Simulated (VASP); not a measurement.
Write the native input for VASP 6.6.1 that does the following.

```
Task                   : single point
Functional             : PBE
Potentials or basis    : VASP PAW PBE potentials, release 64 (Li_sv, H)
Cutoff                 : 520 eV
k mesh                 : 9 × 9 × 4
Occupations            : gaussian, width 0.01 eV
Spin                   : no spin polarisation
Dipole correction      : no
Further INCAR settings : ALGO = Normal; EDIFF = 1e-06; NBANDS = 12
```

The structure of LiH lies in POSCAR:

```
LiH
1.0
    2.7815484432      0.0000000000      0.0000000000
   -1.3907742216      2.4088916137      0.0000000000
    0.0000000000      0.0000000000      4.8729607008
Li H
2 2
Direct
    0.0000000000      0.0000000000      0.0000000000
    0.0000000000      0.0000000000      0.5000000000
    0.3333333333      0.6666666667      0.2500000000
    0.6666666667      0.3333333333      0.7500000000
```

One way to write it, as run:

INCAR

```
SYSTEM = LiH
PREC = Accurate ; ENCUT = 520
EDIFF = 1E-6 ; ISMEAR = 0
SIGMA = 0.01 ; LREAL = .False.
LASPH = .True. ; NELM = 100
ALGO = Normal ; ISIF = 2
LWAVE = .False. ; LCHARG = .False.
GGA = PE ; NBANDS = 12
```

KPOINTS

```
regular mesh
0
Gamma
  9 9 4
  0 0 0
```

Potentials or basis: VASP PAW PBE potentials, release 64 (Li_sv, H).

Command:

```console
$ cat potpaw_PBE.64/Li_sv/POTCAR potpaw_PBE.64/H/POTCAR > POTCAR
$ mpirun -np 1 vasp_std > vasp.out
```

It gave:

The band gap on the k mesh is 4.49 eV, indirect (least direct gap 4.99 eV).

Wall time 26 s on 1 thread of AMD EPYC 7R43 64-Core Processor (Zen 3) (shared host), peak memory 0.11 GiB.
